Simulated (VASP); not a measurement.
Set up this calculation in VASP 6.6.1, as the native input.

- Task: single point
- Functional: PBE
- Potentials or basis: VASP PAW PBE potentials, release 64 (Cu, O)
- Cutoff: 520 eV
- k mesh: 14 × 14 × 8
- Occupations: gaussian, width 0.1 eV
- Spin: no spin polarisation
- Dipole correction: no
- Further INCAR settings: ALGO = Normal; EDIFF = 1e-06; NBANDS = 25

The structure of CuO lies in POSCAR:

```
CuO
1.0
    2.1686246290     -2.1747007238      0.1700532586
    2.1686246290      2.1747007238      0.1700532586
   -0.4073544563      0.0000000000      5.1915860749
Cu O
2 2
Direct
    0.0000000000      0.5000000000      0.0000000000
    0.5000000000      0.0000000000      0.5000000000
    0.5000112579      0.4999887421      0.2500000000
    0.4999887421      0.5000112579      0.7500000000
```

This cell differs from its parent crystal: volume scaled by 1.10, then relaxed in part.

The input as run:

INCAR

```
SYSTEM = CuO
ALGO = Normal
EDIFF = 1E-6
ENCUT = 520
GGA = PE
ISIF = 2
ISMEAR = 0
LASPH = .TRUE.
LCHARG = .FALSE.
LREAL = .FALSE.
LWAVE = .FALSE.
NBANDS = 25
NELM = 80
PREC = Accurate
SIGMA = 0.1
```

KPOINTS

```
k-points
0
G
  14 14 8
  0 0 0
```

Potentials or basis: VASP PAW PBE potentials, release 64 (Cu, O).

Launch:

```console
$ cat potpaw_PBE.64/Cu/POTCAR potpaw_PBE.64/O/POTCAR > POTCAR
$ mpirun -np 1 vasp_std > vasp.out
```

Results of the run:

The pressure is -10.2 GPa and the band gap on the k mesh is zero (band 17 reaches 4.29 eV, above the bottom of band 18 at 3.09 eV).

Caveat: semilocal functionals often make such compounds metallic where correlation or magnetic order opens a gap, which also shifts bond lengths.

Run time: 7.9 min on 1 thread of AMD EPYC 7R43 64-Core Processor (Zen 3), on a shared host, peak memory 0.46 GiB.
